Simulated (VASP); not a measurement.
# Sn in VASP: settings compared, part 2 of 2

VASP 6.6.1. Earlier steps stand in the parts before.

## 3. Single point, r2SCAN

This run uses another cell than the first one, of 27.65 Å³/atom.

POSCAR

```
Sn
1.0
   -2.9401404553      2.9401404553      1.5993019889
    2.9401404553     -2.9401404553      1.5993019889
    2.9401404553      2.9401404553     -1.5993019889
Sn
2
Direct
    0.0070650000     -0.0047300000     -0.0123030000
    0.7491880000      0.2445090000      0.4991050000
```

INCAR.step1

```
SYSTEM = Sn
PREC = Accurate ; ENCUT = 520
ISMEAR = -1 ; SIGMA = 0.025
LREAL = .False. ; LASPH = .True.
NELM = 100 ; NBANDS = 21
GGA = PE ; ALGO = Normal
EDIFF = 1E-4 ; LWAVE = .True.
LCHARG = .False.
```

INCAR.step2

```
SYSTEM = Sn
PREC = Accurate ; ENCUT = 520
EDIFF = 1E-7 ; ISMEAR = -1
SIGMA = 0.025 ; LREAL = .False.
LASPH = .True. ; NELM = 100
ALGO = Normal ; ISIF = 2
LWAVE = .False. ; LCHARG = .False.
METAGGA = R2SCAN ; LMIXTAU = .True.
NBANDS = 21 ; ISTART = 1
```

KPOINTS

```
Automatic mesh
0
Gamma
  7 7 5
  0 0 0
```

Potentials or basis: VASP PAW PBE potentials, release 64 (Sn_d).

Launch:

```console
$ cat potpaw_PBE.64/Sn_d/POTCAR > POTCAR
$ cp INCAR.step1 INCAR
$ mpirun -np 1 vasp_std > vasp.out
$ cp INCAR.step2 INCAR
$ mpirun -np 1 vasp_std > vasp.out
```

OUTCAR:

```text
SYSTEM = Sn
   PREC = Accurate
   ENCUT = 520
   EDIFF = 1E-7
   ISMEAR = -1
   LREAL = .False.
   LASPH = .True.
   NELM = 100
   ISIF = 2
   METAGGA = R2SCAN
   ISTART = 1

 ion  position               nearest neighbor table
   1  0.007  0.995  0.988-   2 3.00   2 3.03   2 3.05   2 3.11   2 3.73
   2  0.749  0.245  0.499-   1 3.00   1 3.03   1 3.05   1 3.11   1 3.73

  LATTYP: Found a body centered tetragonal cell.
 ALAT       =     5.8802809106
 C/A-ratio  =     0.5439542815

  Lattice vectors:

 A1 = (  -2.9401404553,   2.9401404553,   1.5993019889)
 A2 = (   2.9401404553,  -2.9401404553,   1.5993019889)
 A3 = (   2.9401404553,   2.9401404553,  -1.5993019889)

Analysis of symmetry for initial positions (statically):
=====================================================================
 Subroutine PRICEL returns:
 Original cell was already a primitive cell.

 Routine SETGRP: Setting up the symmetry group for a
 body centered tetragonal supercell.

 Subroutine GETGRP returns: Found  2 space group operations
 (whereof  1 operations were pure point group operations)
 out of a pool of 16 trial point group operations.

The static configuration has the point symmetry C_1 .
 The point group associated with its full space group is S_2 .

Analysis of symmetry for dynamics (positions and initial velocities):
=====================================================================
 Subroutine PRICEL returns:
 Original cell was already a primitive cell.

 Routine SETGRP: Setting up the symmetry group for a
 body centered tetragonal supercell.

 Subroutine GETGRP returns: Found  2 space group operations
 (whereof  1 operations were pure point group operations)
 out of a pool of 16 trial point group operations.

The dynamic configuration has the point symmetry C_1 .
 The point group associated with its full space group is S_2 .

 Subroutine INISYM returns: Found  2 space group operations
 (whereof  1 operations are pure point group operations),
 and found     1 'primitive' translations

----------------------------------------------------------------------------------------

                                     Primitive cell

  volume of cell :      55.3002

  direct lattice vectors                    reciprocal lattice vectors
    -2.940140455  2.940140455  1.599301989     0.000000000  0.170059903  0.312636390
     2.940140455 -2.940140455  1.599301989     0.170059903  0.000000000  0.312636390
     2.940140455  2.940140455 -1.599301989     0.170059903  0.170059903  0.000000000

  length of vectors
     4.454954393  4.454954393  4.454954393     0.355895888  0.355895888  0.240501021

  position of ions in fractional coordinates (direct lattice)
     0.007065000  0.995270000  0.987697000
     0.749188000  0.244509000  0.499105000

  ion indices of the primitive-cell ions
   primitive index   ion index
                 1           1
                 2           2

----------------------------------------------------------------------------------------

 KPOINTS: Automatic mesh

Automatic generation of k-mesh.
 Grid dimensions read from file:
 generate k-points for:    7    7    5

 Generating k-lattice:
[... 30 lines left out ...]

 WARNING: IBZKPT: internal override: KBLOWUP is changed to .FALSE.
      ... skipping the blow-up phase ...

 Subroutine IBZKPT returns following result:
 ===========================================

 Found    123 irreducible k-points:

 Following reciprocal coordinates:
            Coordinates               Weight
  0.000000  0.000000  0.000000      1.000000
  0.142857  0.000000  0.000000      2.000000
  0.285714 -0.000000  0.000000      2.000000
  0.428571 -0.000000  0.000000      2.000000
  0.000000  0.142857  0.000000      2.000000
  0.142857  0.142857  0.000000      2.000000
[... 16 lines left out ...]
 -0.428571  0.428571  0.000000      2.000000
 -0.285714  0.428571  0.000000      2.000000
 [... further k-points ...]
   k-points           NKPTS =    123   k-points in BZ     NKDIM =    123   number of bands    NBANDS=     21
   number of dos      NEDOS =    301   number of ions     NIONS =      2
   total plane-waves  NPLWV =  46656
   dimension x,y,z NGX =    36 NGY =   36 NGZ =   36
   dimension x,y,z NGXF=    72 NGYF=   72 NGZF=   72
   ions per type =               2
   NGX,Y,Z   is equivalent  to a cutoff of  13.43, 13.43, 13.43 a.u.
   NGXF,Y,Z  is equivalent  to a cutoff of  26.87, 26.87, 26.87 a.u.
 SYSTEM =  Sn
   PREC   = accura    normal or accurate (medium, high low for compatibility)
   ISTART =      1    job   : 0-new  1-cont  2-samecut
   ICHARG =      0    charge: 1-file 2-atom 10-const
   ISPIN  =      1    spin polarized calculation?
   LNONCOLLINEAR =      F non collinear calculations
   LSORBIT =      F    spin-orbit coupling
   LASPH  =      T    aspherical Exc in radial PAW
   ENCUT  =  520.0 eV  38.22 Ry    6.18 a.u.   8.28  8.28  8.28*2*pi/ulx,y,z
   NELM   =    100;   NELMIN=  2; NELMDL=  0     # of ELM steps
   EDIFF  = 0.1E-06   stopping-criterion for ELM
   LREAL  =      F    real-space projection
   EDIFFG = 0.1E-05   stopping-criterion for IOM
   NSW    =      0    number of steps for IOM
   IBRION =     -1    ionic relax: 0-MD 1-quasi-New 2-CG
   NFREE  =      0    steps in history (QN), initial steepest desc. (CG)
   ISIF   =      2    stress and relaxation
   ISYM   =      2    0-nonsym 1-usesym 2-fastsym
   POTIM  = 0.5000    time-step for ionic-motion
   TEBEG  =    0.0;   TEEND  =   0.0 temperature during run
   PSTRESS=    0.0 pullay stress
   NELECT =      28.0000    total number of electrons
   NUPDOWN=      -1.0000    fix difference up-down
   EMIN   =  10.00;   EMAX   =-10.00  energy-range for DOS
   EFERMI =   0.00;   METHOD = LEGACY
   ISMEAR =    -1;   SIGMA  =   0.03  broadening in eV -4-tet -1-fermi 0-gaus
   EFERMI_NEDOS =   21; number of points for ismear=-14 and -15
   IALGO  =     38    algorithm
   IMIX   =      4    mixing-type and parameters
     AMIX     =   0.40;   BMIX     =  1.00
     AMIX_MAG =   1.60;   BMIX_MAG =  1.00
  volume/ion in A,a.u.               =      27.65       186.59
  Fermi-wavevector in a.u.,A,eV,Ry     =   1.304824  2.465760 23.164816  1.702566
  Thomas-Fermi vector in A             =   2.435734
   LORBIT       =      0    0 simple, 1 ext, 2 COOP (PROOUT), +10 PAW based schemes
   METAGGA = R2SCAN    functional components
   LHFCALC =     F    Hartree Fock is set to
   AEXX    =    0.0000 exact exchange contribution
   IVDW    =     0    specifies the selected vdW correction
   LEPSILON=     F    determine dielectric tensor
   LRPA    =     F    only Hartree local field effects (RPA)
 non-spin polarized calculation
  energy-cutoff  :      520.00
  volume of cell :       55.30
 maximum number of plane-waves:      1505
 NGX is ok and might be reduce to    36
   NGX = 17   NGY = 17   NGZ = 17

 number of electron      27.9999998 magnetization

 Free energy of the ion-electron system (eV)
  ---------------------------------------------------
  ext. energy  EPLUGINS =         0.00000000
  ---------------------------------------------------
  free energy    TOTEN  =       -49.24939278 eV

  energy without entropy =      -49.24686054  energy(sigma->0) =      -49.24812666

 E-fermi :   7.5439     XC(G=0): -11.0308

 val. band max:        7.5387668425   @ k =  -0.4286   0.4286   0.0000
 cond. band min:       7.5559179725   @ k =  -0.1429   0.4286   0.2000
 fundamental gap:      0.0171511300
 Fermi energy:         7.5438962258

 k-point     1 :       0.0000    0.0000    0.0000
  band No.  band energies     occupation
      1     -14.6528      2.00000
      2     -14.5662      2.00000
      3     -14.5171      2.00000
      4     -14.5116      2.00000
      5     -14.3577      2.00000
      6     -14.3473      2.00000
[... 565 lines left out ...]
     20      18.3862      0.00000
     21      19.4794      0.00000

 [... further k-points ...]

------------------------ aborting loop because EDIFF is reached ----------------------------------------

  FORCE on cell =-STRESS in cart. coord.  units (eV):
  Direction    XX          YY          ZZ          XY          YZ          ZX
  --------------------------------------------------------------------------------------
  -------------------------------------------------------------------------------------
  Total       -0.2279380     -0.0525289      0.0842732     -0.1823283      0.1642870      0.3190746
  in kB       -6.6039035     -1.5218855      2.4415946     -5.2824824      4.7597835      9.2443465
  external PRESSURE =      -1.8947314 kB  Pullay stress =       0.0000000 kB

 VOLUME and BASIS-vectors are now :
 -----------------------------------------------------------------------------
  energy-cutoff  :      520.00
  volume of cell :       55.30
      direct lattice vectors                 reciprocal lattice vectors
    -2.940140455  2.940140455  1.599301989     0.000000000  0.170059903  0.312636390
     2.940140455 -2.940140455  1.599301989     0.170059903  0.000000000  0.312636390
     2.940140455  2.940140455 -1.599301989     0.170059903  0.170059903  0.000000000

 POSITION                                       TOTAL-FORCE (eV/Angst)
 -----------------------------------------------------------------------------------
      5.80943     -0.00149      0.02341         0.148654      0.043196     -0.005527
     -0.01639      2.95127      0.79100        -0.148654     -0.043196      0.005527
 -----------------------------------------------------------------------------------
    total drift:                               -0.000006      0.000009     -0.000014

  FREE ENERGIE OF THE ION-ELECTRON SYSTEM (eV)
  ---------------------------------------------------
  free  energy   TOTEN  =       -49.2493927827 eV

  energy  without entropy=      -49.2468605377  energy(sigma->0) =      -49.24812666
```

It took 16 min on 1 thread of Intel Xeon 8259CL, shared host; peak memory 0.29 GiB.

Results:

```
Free energy            : -49.2494 eV
Pressure               : -0.2 GPa
Largest force          : 0.155 eV/Å
Band gap on the k mesh : zero (bands 14 and 15 overlap by 3.33 eV)
```

Forces in eV/Å, atoms in the order of the input:
```
Sn   0.149  0.043 -0.006
Sn  -0.149 -0.043  0.006
```

Caveat: the PAW data sets were made with another functional, which shifts forces and pressure a little; spin-orbit coupling is left out, which moves the levels of the heavy elements.

## 4. Single point, r2SCAN

This run uses another cell than the first one, of 27.65 Å³/atom.

POSCAR is that of step 3.

INCAR.step1

```
SYSTEM = Sn
ALGO = Normal
EDIFF = 1E-4
ENCUT = 520
GGA = PE
ISMEAR = -1
LASPH = .True.
LCHARG = .False.
LREAL = .False.
LWAVE = .True.
NBANDS = 21
NELM = 60
PREC = Accurate
SIGMA = 0.01
```

INCAR.step2

```
SYSTEM = Sn
ALGO = Normal
EDIFF = 1E-7
ENCUT = 520
ISIF = 2
ISMEAR = -1
ISTART = 1
LASPH = .True.
LCHARG = .False.
LMIXTAU = .True.
LREAL = .False.
LWAVE = .False.
METAGGA = R2SCAN
NBANDS = 21
NELM = 60
PREC = Accurate
SIGMA = 0.01
```

KPOINTS

```
k-points
0
Gamma
  7 7 5
  0 0 0
```

Launch:

```console
$ cat potpaw_PBE.64/Sn_d/POTCAR > POTCAR
$ cp INCAR.step1 INCAR
$ mpirun -np 1 vasp_std > vasp.out
$ cp INCAR.step2 INCAR
$ mpirun -np 1 vasp_std > vasp.out
```

Run time: 15 min. Hardware: 1 thread of Intel Xeon 8259CL, shared host; peak memory 0.29 GiB.

Results (log left out):

```yaml
Free_energy: -49.2483 eV
Pressure: -0.2 GPa
Largest_force: 0.159 eV/Å
Band_gap_on_the_k_mesh: zero (bands 14 and 15 overlap by 3.33 eV)
```

Forces in eV/Å, atoms in the order of the input:
```
Sn   0.150  0.052 -0.001
Sn  -0.150 -0.052  0.001
```

Stress tensor (GPa, compression positive):
```
-0.74 -0.51  0.97
-0.51 -0.03  0.47
 0.97  0.47  0.21
```

Levels at points of the mesh, in eV from the Fermi level:
```
           k point  band 12  band 13  band 14  band 15  band 16  band 17
(0.00, 0.00, 0.00)    -3.59    -1.98    -1.97     3.50     6.57     6.62
```

Caveat: the PAW data sets were made with another functional, which shifts forces and pressure a little; spin-orbit coupling is left out, which moves the levels of the heavy elements.

## 5. Single point, r2SCAN

This run uses another cell than the first one, of 27.65 Å³/atom.

POSCAR is that of step 4.

INCAR.step1

```
SYSTEM = Sn
PREC     = Accurate       ! precision mode
ENCUT    = 520            ! plane-wave cutoff, eV
ISMEAR   = -1             ! smearing method
SIGMA    = 0.005          ! smearing width, eV
LREAL    = .FALSE.        ! projectors in reciprocal space
LASPH    = .TRUE.         ! aspherical terms in the spheres
NELM     = 60             ! most SCF steps
NBANDS   = 21             ! bands
GGA      = PE             ! functional
ALGO     = Normal         ! electronic algorithm
EDIFF    = 1E-4           ! SCF threshold, eV
LWAVE    = .TRUE.         ! write WAVECAR
LCHARG   = .FALSE.        ! write CHGCAR
```

INCAR.step2

```
SYSTEM = Sn
PREC     = Accurate       ! precision mode
ENCUT    = 520            ! plane-wave cutoff, eV
EDIFF    = 1E-6           ! SCF threshold, eV
ISMEAR   = -1             ! smearing method
SIGMA    = 0.005          ! smearing width, eV
LREAL    = .FALSE.        ! projectors in reciprocal space
LASPH    = .TRUE.         ! aspherical terms in the spheres
NELM     = 60             ! most SCF steps
ALGO     = Normal         ! electronic algorithm
ISIF     = 2              ! what is computed and relaxed
LWAVE    = .FALSE.        ! write WAVECAR
LCHARG   = .FALSE.        ! write CHGCAR
METAGGA  = R2SCAN         ! meta-GGA
LMIXTAU  = .TRUE.       
NBANDS   = 21             ! bands
ISTART   = 1
```

KPOINTS

```
Automatic mesh
0
G
  7 7 5
  0 0 0
```

Launch:

```console
$ cat potpaw_PBE.64/Sn_d/POTCAR > POTCAR
$ cp INCAR.step1 INCAR
$ mpirun -np 1 vasp_std > vasp.out
$ cp INCAR.step2 INCAR
$ mpirun -np 1 vasp_std > vasp.out
```

Wall time 10 min (1 thread of Intel Xeon 8259CL, shared host); peak memory 0.29 GiB.

It converged, with:

* Free energy: -49.2482 eV
* Pressure: -0.2 GPa
* Largest force: 0.159 eV/Å
* Band gap on the k mesh: zero (bands 14 and 15 overlap by 3.33 eV)

Forces on the atoms (eV/Å):
```
Sn   0.149  0.055  0.002
Sn  -0.149 -0.055 -0.002
```

Stress tensor (GPa, compression positive):
```
-0.74 -0.48  0.97
-0.48  0.07  0.46
 0.97  0.46  0.16
```

Levels at points of the mesh, in eV from the Fermi level:
| k point | band 12 | band 13 | band 14 | band 15 | band 16 | band 17 |
| --- | --- | --- | --- | --- | --- | --- |
| (0.00, 0.00, 0.00) | -3.59 | -1.98 | -1.97 | 3.50 | 6.57 | 6.62 |

Caveat: the PAW data sets were made with another functional, which shifts forces and pressure a little; spin-orbit coupling is left out, which moves the levels of the heavy elements.

## 6. Summary

```tsv
level	cell	k mesh	smearing	grid for exact exchange (PRECFOCK)	share of exact exchange	gap on the mesh (eV)	pressure (GPa)	largest force (eV/Å)
PBEsol-based global hybrid with 25 % exact exchange	a = 4.458 Å, angles 96.5, 96.5, 140.6°, 2 atoms, atomic positions A	5 × 5 × 5	fermi-dirac 0.05 eV	Normal	0.25	none	-0.1	-
r2SCAN	a = 4.455 Å, angles 97.4, 97.4, 137.9°, 2 atoms, atomic positions B	7 × 7 × 5	fermi-dirac 0.025 eV	-	-	none	-0.2	0.15
r2SCAN	a = 4.455 Å, angles 97.4, 97.4, 137.9°, 2 atoms, atomic positions B	7 × 7 × 5	fermi-dirac 0.01 eV	-	-	none	-0.2	0.16
r2SCAN	a = 4.455 Å, angles 97.4, 97.4, 137.9°, 2 atoms, atomic positions B	7 × 7 × 5	fermi-dirac 0.005 eV	-	-	none	-0.2	0.16
```

Alike in all rows: task single point; potentials or basis VASP PAW PBE potentials, release 64 (Sn_d); no spin polarisation; cutoff (eV) 520.

Caveats: some runs use coarse meshes; the PAW data sets were made with another functional, which shifts forces and pressure a little; spin-orbit coupling is left out, which moves the levels of the heavy elements.

Total energies depend on the potentials used, so only differences within one code and one set of settings carry meaning.

The gap in the log of VASP goes by the Fermi energy; the results here count the filled bands.